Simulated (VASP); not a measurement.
Write the native input for VASP 6.6.1 that does the following.

* Task: single point
* Functional: PBE
* Potentials or basis: VASP PAW PBE potentials, release 64 (Ir)
* Cutoff: 500 eV
* k mesh: 9 × 9 × 4
* Occupations: gaussian, width 0.1 eV
* Spin: no spin polarisation
* Dipole correction: no
* Further INCAR settings: ALGO = Normal; EDIFF = 1e-06; NBANDS = 16

The structure of Ir lies in POSCAR:

```
Ir
1.0
    2.7513778946      0.0000000000      0.0000000000
   -1.3756889473      2.3827631521      0.0000000000
    0.0000000000      0.0000000000      4.4622900000
Ir
2
Direct
    0.6666666700      0.3333333300      0.7500000000
    0.3333333300      0.6666666700      0.2500000000
```

These files were run (other wordings do the same):

INCAR

```
PREC = Accurate ; ENCUT = 500
EDIFF = 1E-6 ; ISMEAR = 0
SIGMA = 0.1 ; LREAL = F
LASPH = T ; NELM = 120
ALGO = Normal ; ISIF = 2
LWAVE = F ; LCHARG = F
GGA = PE ; NBANDS = 16
GGA_COMPAT = F
```

KPOINTS

```
Automatic mesh
0
Gamma
  9 9 4
```

Potentials or basis: VASP PAW PBE potentials, release 64 (Ir).

The run is started by

```sh
$ cat potpaw_PBE.64/Ir/POTCAR > POTCAR
$ mpirun -np 1 vasp_std > vasp.out
```

Results of the run:

- Pressure: -1.6 GPa
- Band gap on the k mesh: zero (band 9 reaches 10.82 eV, above the bottom of band 10 at 7.90 eV)

Caveat: spin-orbit coupling is left out, which moves the levels of the heavy elements.

It took 15 s on 1 thread of AMD EPYC 7R43 64-Core Processor (Zen 3), on a shared host, peak memory 0.11 GiB.
